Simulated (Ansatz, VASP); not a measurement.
# Two plane-wave programs on Rh

```
Rh
1.0
     2.47364    0.00000    0.00000
    -1.23682    2.14223    0.00000
     0.00000    0.00000    4.50218
Rh
2
Direct
  0.66667 0.33333 0.75000
  0.33333 0.66667 0.25000
```

Change from the starting cell: strain -0.080 along x and y, +0.040 along z, atoms carried along.

Alike in both runs: task single point; functional PBEsol; k mesh 24 × 24 × 14; occupations gaussian, width 0.15 eV; no spin polarisation.

```csv
,VASP,Ansatz
version,VASP 6.6.1,Ansatz 0.2.0
potentials or method,"VASP PAW PBE potentials, release 64 (Rh_pv), cutoff 520 eV","scalar-relativistic, plane waves, PAW"
valence electrons in the cell,30,34
```

|  | VASP | Ansatz | Ansatz less VASP |
| --- | --- | --- | --- |
| gap on the k mesh at the Fermi level (eV) | none | none | - |
| pressure (GPa) | 57.8 | 57.7 | -0.02 |
| traceless stress, the component that is largest in VASP (GPa) | -41.95 | -41.87 | +0.084 |

VASP's potentials were made for PBE, not for PBEsol. A gap of «none» marks a metal or a gap that the smearing closes. Both programs put the cell under a high pressure, so it lies far from rest at this level. With one functional, cell and mesh, what is left measures potentials, basis and numerics. VASP's potentials hold 30 valence electrons a cell and Ansatz's 34, so a difference there can come from the potentials and not from the codes.
